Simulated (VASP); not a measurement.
BeS, 8 atoms in the cell. It takes space group P4_12_12 (No. 92, tetragonal). The conventional cell has a = 5.380 Å, b = 5.380 Å, c = 2.937 Å, α = 90.00°, β = 90.00°, γ = 90.00°. Within 2.5 Å of Be (site symmetry 2) lie 4 S at 1.91 to 1.96 Å. Within 2.5 Å of S (site symmetry 2) lie 4 Be at 1.91 to 1.96 Å. The cell was generated, and may not be a known phase.

```yaml
Program: VASP 6.6.1
Task: relaxation of cell and atoms
Functional: PBE
Potentials_or_basis: VASP PAW PBE potentials, release 64 (Be, S)
Cutoff: 600 eV
k_mesh: 4 × 4 × 6
Occupations: gaussian, width 0.1 eV
Spin: no spin polarisation
Dipole_correction: no
Further_INCAR_settings: ALGO = Normal; EDIFF = 1e-06; IBRION = 2; EDIFFG = -0.04; NSW = 90; ISIF = 3
```

Potentials or basis: VASP PAW PBE potentials, release 64 (Be, S).

Command:

```console
$ cat potpaw_PBE.64/Be/POTCAR potpaw_PBE.64/S/POTCAR > POTCAR
$ mpirun -np 1 vasp_std > vasp.out
```

Hardware: 1 thread of Intel Xeon 8259CL, on a shared host.

How long does it take, and how much memory?

It took 4.1 min on 1 thread of Intel Xeon 8259CL, on a shared host, peak memory 0.24 GiB. Counts: scf iterations 56, k points 24, ion steps 6.
